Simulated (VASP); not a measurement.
Here is a VASP 6.6.1 calculation.

File INCAR:

```
SYSTEM = TiSi16
  PREC = Accurate
  ENCUT = 520
  EDIFF = 1E-6
  ISMEAR = -1
  SIGMA = 0.02
  LREAL = Auto
  LASPH = .True.
  NELM = 60
  ALGO = Normal
  ISIF = 2
  LWAVE = .False.
  LCHARG = .True.
  GGA = PS
  LELF = .True.
  LVHAR = .True.
  NBANDS = 52
```

KPOINTS

```
Automatic mesh
0
Gamma
  2 2 2
  0 0 0
```

POSCAR

```
TiSi16
1.0
    0.0000000000      5.4300000000      5.4300000000
    5.4300000000      0.0000000000      5.4300000000
    5.4300000000      5.4300000000      0.0000000000
Si Ti
16 1
Direct
    0.0401381215     -0.0069337017     -0.0425506446
    0.1368600368      0.0964548803      0.1184990792
   -0.0413904236      0.0611141805      0.4733793738
    0.1636924494      0.1422928177      0.5776519337
    0.0275598527      0.4570441989     -0.0339871087
    0.0610681400      0.6368324125      0.1198526703
    0.0137753223      0.5296132597      0.4500920810
    0.1245948435      0.6845027624      0.5725690608
    0.5192909761     -0.0271546961     -0.0270441989
    0.6368876611      0.1479742173      0.0470902394
    0.5205616943     -0.0233425414      0.4654604052
    0.5948987109      0.1361878453      0.5987845304
    0.4448802947      0.5138674033     -0.0016206262
    0.5898434622      0.5949447514      0.1608379374
    0.4917679558      0.4967587477      0.5116574586
    0.6420534070      0.6131399632      0.6349631676
    0.7674861878      0.7394383057      0.7382596685
```

Potentials or basis: VASP PAW PBE potentials, release 64 (Si, Ti_sv).

Launch:

```sh
$ cat potpaw_PBE.64/Si/POTCAR potpaw_PBE.64/Ti_sv/POTCAR > POTCAR
$ mpirun -np 1 vasp_std > vasp.out
```

What does it give for the pressure?

2.1 GPa.

Predict the band gap on the k mesh.

zero (bands 38 and 39 overlap by 0.28 eV).

Estimate the largest force.

4.159 eV/Å.

Forces in eV/Å, atoms in the order of the input:
```
Si   0.371 -1.831 -0.714
Si  -0.637  0.526  0.242
Si   0.131  1.235  0.555
Si   0.784 -0.918 -1.145
Si   1.405 -1.342  0.132
Si  -2.002 -1.552  1.488
Si   1.145  2.720 -1.084
Si  -1.314  1.380  0.805
Si   1.158  0.345 -0.425
Si   0.286  1.731 -0.076
Si  -0.966 -1.069  1.562
Si   0.065 -0.107 -0.002
Si   0.484  1.114  0.057
Si  -2.053 -1.038  1.257
Si   1.664  0.643  0.098
Si  -2.632 -2.065 -2.472
Ti   2.112  0.228 -0.279
```

Caveat: the k points lie up to 0.50 Å⁻¹ apart; the PAW data sets were made with another functional, which shifts forces and pressure a little.
